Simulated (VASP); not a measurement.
# LiBPt: relaxation of cell and atoms with PBE

The system is LiBPt.

```
Li B Pt
1.0
     3.09606    0.00000    0.00000
     0.00000    3.09606    0.00000
     0.00000    0.00000    3.26540
Li B Pt
1 1 1
Direct
  0.00000 0.00000 0.00000
  0.50000 0.50000 0.50000
  0.50000 0.50000 0.00000
```

The cell was built from a structure type or drawn by symmetry, and may not be a known phase.

```json
{"Program": "VASP 6.6.1", "Task": "relaxation of cell and atoms", "Functional": "PBE", "Potentials or basis": "VASP PAW PBE potentials, release 64 (Li_sv, B, Pt)", "Cutoff": "600 eV", "k mesh": "6 × 6 × 6", "Occupations": "gaussian, width 0.1 eV", "Spin": "no spin polarisation", "Dipole correction": "no", "Further INCAR settings": "ALGO = Fast; EDIFF = 1e-07; IBRION = 2; EDIFFG = -0.04; NSW = 90; ISIF = 3"}
```

| Property | Result |
| --- | --- |
| Relaxed volume | 16.79 Å³/atom |
| Relaxed cell | a = 3.544 Å, b = 3.544 Å, c = 4.011 Å, α = 90.00°, β = 90.00°, γ = 90.00° |
| Space group after relaxing (to 0.1 Å) | P4/mmm (No. 123) |
| Energy gained by relaxing | 1907.1 meV/atom |
| Ionic steps | 11 |
| Pressure after relaxing | 0.0 GPa |
| Band gap on the k mesh | zero (bands 8 and 9 overlap by 2.38 eV) |

Stress tensor (GPa, compression positive):
```
 0.18  0.00  0.00
 0.00  0.18  0.00
 0.00  0.00 -0.29
```

Step by step:
| step | energy change (eV) | largest force (eV/Å) | pressure (GPa) | volume (Å³) |
| --- | --- | --- | --- | --- |
| 1 | 0.0000 | 0.0000 | 120.74 | 31.30 |
| 2 | 0.0972 | 0.0000 | -11.36 | 76.39 |
| 3 | -1.8773 | 0.0000 | -13.31 | 65.61 |
| 4 | -3.4551 | 0.0000 | -13.50 | 56.64 |
| 5 | -5.3296 | 0.0000 | 7.26 | 43.08 |
| 6 | -5.3470 | 0.0000 | 8.92 | 42.64 |
| 7 | -5.6551 | 0.0000 | 3.16 | 47.15 |
| 8 | -5.6958 | 0.0000 | 1.68 | 49.29 |
| 9 | -5.6978 | 0.0000 | 1.38 | 49.88 |
| 10 | -5.6953 | 0.0000 | -1.53 | 51.06 |
| 11 | -5.7212 | 0.0000 | 0.02 | 50.38 |

Final structure:
```
CELL_PARAMETERS angstrom
3.54444 0.00000 0.00000
0.00000 3.54444 0.00000
0.00000 0.00000 4.01054
ATOMIC_POSITIONS crystal
Li 0.00000 0.00000 0.00000
B 0.50000 0.50000 0.50000
Pt 0.50000 0.50000 0.00000
```

Levels at points of the mesh, in eV from the Fermi level:
```
           k point  band 4  band 5  band 6  band 7  band 8  band 9  band 10  band 11  band 12
(0.00, 0.00, 0.00)   -2.94   -2.31   -2.31   -1.73    0.04    1.89     1.89     5.80     8.49
(0.50, 0.00, 0.00)   -2.93   -2.44   -2.25   -1.99   -0.91    0.81     2.55     5.82     6.95
(0.50, 0.50, 0.00)   -2.77   -2.77   -1.21   -1.21   -1.06   -0.25     1.32     5.57     5.57
(0.00, 0.00, 0.50)   -3.83   -3.24   -3.24   -2.86   -1.71    5.15     5.15     5.89     6.94
(0.50, 0.00, 0.50)   -4.50   -3.47   -3.13   -2.39   -0.62    1.75     2.67     5.44     8.68
(0.50, 0.50, 0.50)   -4.12   -4.03   -2.71    0.65    1.99    1.99     3.57     3.57     4.62
```

Wall time 2.5 min on 1 thread of Intel(R) Xeon(R) 6975P-C (Granite Rapids), with other jobs on the host, peak memory 0.18 GiB.

Caveat: the cutoff is under 1.25 times the usual one of these potentials, so pressure, stress and relaxed cells hold a basis-set (Pulay) error; the volume moved by over 15 % at a fixed basis, so the end points are rough; spin-orbit coupling is left out, which moves the levels of the heavy elements.
